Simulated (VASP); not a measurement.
Set up this calculation in VASP 6.6.1, as the native input.

```
Task                   : relaxation of cell and atoms
Functional             : PBEsol
Potentials or basis    : VASP PAW PBE potentials, release 64 (Hg_sv_GW)
Cutoff                 : 550 eV
k mesh                 : 7 × 7 × 7
Occupations            : fermi-dirac, width 0.1 eV
Spin                   : no spin polarisation
Target pressure        : 40 GPa
Dipole correction      : no
Further INCAR settings : ALGO = Normal; EDIFF = 1e-07; IBRION = 2; EDIFFG = -0.03; NSW = 60; ISIF = 3
```

The structure of Hg lies in POSCAR:

```
Hg
1.0
    0.0000000000      3.1200000000      3.1200000000
    3.1200000000      0.0000000000      3.1200000000
    3.1200000000      3.1200000000      0.0000000000
Hg
2
Direct
    1.0000000000      1.0000000000      1.0000000000
    0.2500000000      0.2500000000      0.2500000000
```

These files were run (other wordings do the same):

INCAR

```
  PREC = Accurate
  ENCUT = 550
  EDIFF = 1E-7
  ISMEAR = -1
  SIGMA = 0.1
  LREAL = F
  LASPH = T
  NELM = 120
  ALGO = Normal
  ISIF = 3
  LWAVE = F
  LCHARG = F
  GGA = PS
  IBRION = 2
  NSW = 60
  EDIFFG = -0.03
  PSTRESS = 400.0
  GGA_COMPAT = F
  NELMIN = 4
```

KPOINTS

```
Automatic mesh
0
Gamma
  7 7 7
```

Potentials or basis: VASP PAW PBE potentials, release 64 (Hg_sv_GW).

Launch:

```bash
$ cat potpaw_PBE.64/Hg_sv_GW/POTCAR > POTCAR
$ mpirun -np 1 vasp_std > vasp.out
```

It gave:

```json
{
  "Relaxed volume": "22.73 Å³/atom",
  "Relaxed cell": "a = 4.006 Å, b = 4.006 Å, c = 4.006 Å, α = 60.00°, β = 60.00°, γ = 60.00°",
  "Space group after relaxing (to 0.1 Å)": "Fd-3m (No. 227)",
  "Energy change on relaxing (the run minimises the enthalpy)": "+872.5 meV/atom",
  "Ionic steps": "9",
  "Pressure after relaxing": "40.0 GPa",
  "Band gap on the k mesh": "zero (bands 20 and 21 overlap by 7.99 eV)"
}
```

Caveat: the cell is relaxed towards a set pressure, so the run minimises the enthalpy, not the energy; the volume moved by over 15 % at a fixed basis, so the end points are rough; the PAW data sets were made with another functional, which shifts forces and pressure a little; spin-orbit coupling is left out, which moves the levels of the heavy elements.

Run time: 4.8 min on 1 thread of Intel(R) Xeon(R) Platinum 8488C (Sapphire Rapids), on a shared host, peak memory 0.24 GiB.
